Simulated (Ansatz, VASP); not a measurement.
**SiC in VASP and in Ansatz**

```
CELL_PARAMETERS angstrom
3.07543 0.00000 0.00000
-1.53771 2.66340 0.00000
0.00000 0.00000 5.04804
ATOMIC_POSITIONS crystal
Si 0.33333 0.66667 0.00460
Si 0.66667 0.33333 0.50460
C 0.33333 0.66667 0.38040
C 0.66667 0.33333 0.88040
```

Alike in both runs: task single point; functional r2SCAN; k mesh 9 × 9 × 6; occupations gaussian, width 0.02 eV; no spin polarisation.

|  | VASP | Ansatz |
| --- | --- | --- |
| version | VASP 6.6.1 | Ansatz 0.2.0 |
| potentials or method | VASP PAW PBE potentials, release 64 (Si, C), cutoff 520 eV | scalar-relativistic, plane waves, PAW |
| valence electrons in the cell | 16 | 16 |

Ansatz gave:

* gap on the k mesh at the Fermi level (eV): 2.65
* least direct gap on the mesh (eV): 4.51

Task: Estimate VASP's values.

Result: gap on the k mesh at the Fermi level (eV): 2.66; least direct gap on the mesh (eV): 4.52.

VASP's potentials were made for PBE, not for r2SCAN.
